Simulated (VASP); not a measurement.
Input of a VASP 6.6.1 run:

The input POSCAR:

```
ZnCu2SnS4
1.0
    0.0000000000      5.5108100000      0.0000000000
    5.5108100000      0.0000000000      0.0000000000
    2.7554050000      2.7554050000     -5.5012780000
Cu Zn Sn S
2 1 1 4
Direct
    0.0000000000      0.0000000000      0.0000000000
    0.7500000000      0.2500000000      0.5000000000
    0.2500000000      0.7500000000      0.5000000000
    0.5000000000      0.5000000000      0.0000000000
    0.3719103104      0.8911664305      0.7426492848
    0.1088335695      0.1145595951      0.2573507152
    0.8854404049      0.3661842848      0.7426492848
    0.6338157152      0.6280896896      0.2573507152
```

INCAR.step1

```
SYSTEM = ZnCu2SnS4
PREC     = Accurate       ! precision mode
ENCUT    = 520            ! plane-wave cutoff, eV
ISMEAR   = -1             ! smearing method
SIGMA    = 0.1            ! smearing width, eV
LREAL    = .FALSE.        ! projectors in reciprocal space
LASPH    = .TRUE.         ! aspherical terms in the spheres
NELM     = 60             ! most SCF steps
NBANDS   = 46             ! bands
GGA      = PE             ! functional
ALGO     = Normal         ! electronic algorithm
EDIFF    = 1E-4           ! SCF threshold, eV
LWAVE    = .TRUE.         ! write WAVECAR
LCHARG   = .FALSE.        ! write CHGCAR
```

Contents of INCAR.step2:

```
SYSTEM = ZnCu2SnS4
PREC     = Accurate       ! precision mode
ENCUT    = 520            ! plane-wave cutoff, eV
EDIFF    = 1E-6           ! SCF threshold, eV
ISMEAR   = -1             ! smearing method
SIGMA    = 0.1            ! smearing width, eV
LREAL    = .FALSE.        ! projectors in reciprocal space
LASPH    = .TRUE.         ! aspherical terms in the spheres
NELM     = 60             ! most SCF steps
ALGO     = Normal         ! electronic algorithm
ISIF     = 2              ! what is computed and relaxed
LWAVE    = .FALSE.        ! write WAVECAR
LCHARG   = .FALSE.        ! write CHGCAR
METAGGA  = R2SCAN         ! meta-GGA
LMIXTAU  = .TRUE.       
NBANDS   = 46             ! bands
ISTART   = 1
```

The input KPOINTS:

```
regular mesh
0
G
  5 5 5
  0 0 0
```

Potentials or basis: VASP PAW PBE potentials, release 64 (Cu, Zn, Sn_d, S).

Launch:

```bash
$ cat potpaw_PBE.64/Cu/POTCAR potpaw_PBE.64/Zn/POTCAR potpaw_PBE.64/Sn_d/POTCAR potpaw_PBE.64/S/POTCAR > POTCAR
$ cp INCAR.step1 INCAR
$ mpirun -np 1 vasp_std > vasp.out
$ cp INCAR.step2 INCAR
$ mpirun -np 1 vasp_std > vasp.out
```

Q: Estimate the band gap on the k mesh.

A: 0.35 eV, direct.

Q: Estimate the largest force.

A: 0.019 eV/Å.

Q: Predict the pressure.

A: -3.5 GPa.

Forces on the atoms (eV/Å):
```
Cu   0.000  0.000  0.000
Cu   0.000  0.000  0.000
Zn   0.000  0.000  0.000
Sn   0.000  0.000  0.000
S   -0.014  0.012 -0.007
S    0.012  0.014  0.007
S    0.014 -0.012 -0.007
S   -0.012 -0.014  0.007
```

Caveat: the PAW data sets were made with another functional, which shifts forces and pressure a little; spin-orbit coupling is left out, which moves the levels of the heavy elements.
